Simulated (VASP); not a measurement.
Crystal: TaBiO.

```
CELL_PARAMETERS angstrom
3.46198 0.00000 0.00000
0.00000 3.46198 0.00000
0.00000 0.00000 10.07233
ATOMIC_POSITIONS crystal
Ta 0.00000 0.50000 0.87878
Ta 0.50000 0.00000 0.12122
Bi 0.50000 0.00000 0.68012
Bi 0.00000 0.50000 0.31988
O 0.50000 0.50000 0.00000
O 0.00000 0.00000 0.00000
```

- Program: VASP 6.6.1
- Task: relaxation of cell and atoms
- Functional: PBE
- Potentials or basis: VASP PAW PBE potentials, release 64 (Ta_pv, Bi_d, O)
- Cutoff: 600 eV
- k mesh: 6 × 6 × 2
- Occupations: gaussian, width 0.1 eV
- Spin: collinear spin
- Starting moments: [1.0, 1.0, 0.0, 0.0, 0.0, 0.0] μB

At the start: pressure 1.0 GPa; volume 20.12 Å³/atom.

**Question.** How do energy, volume and symmetry change on relaxing?

**Answer.** Over 7 steps the energy falls by 11.2 meV/atom and the volume is 20.24 Å³/atom (+0.6 %); space group P4/nmm (No. 129, to 0.1 Å) before and after; moment 1.27 μB per cell.

The path:
```
step  energy change (eV)  largest force (eV/Å)  pressure (GPa)  volume (Å³)
   1              0.0000                0.5704            1.02       120.72
   2             -0.0501                0.3891           -1.97       122.93
   3             -0.0527                0.2211           -1.43       122.51
   4             -0.0605                0.1697            1.25       120.15
   5             -0.0661                0.0726            0.18       121.08
   6             -0.0669                0.0404            0.01       121.32
   7             -0.0670                0.0279           -0.07       121.44
```

Final structure:
```xyz
6
Lattice="3.5139 0.0000 0.0000 0.0000 3.5139 0.0000 0.0000 0.0000 9.8352" Properties=species:S:1:pos:R:3 pbc="T T T"
Ta    0.0000    1.7570    8.6267
Ta    1.7570    0.0000    1.2085
Bi    1.7570    0.0000    6.7155
Bi    0.0000    1.7570    3.1197
O     1.7570    1.7570    0.0000
O     0.0000    0.0000    0.0000
```

Caveat: a moment this small can come from the mesh or the smearing.
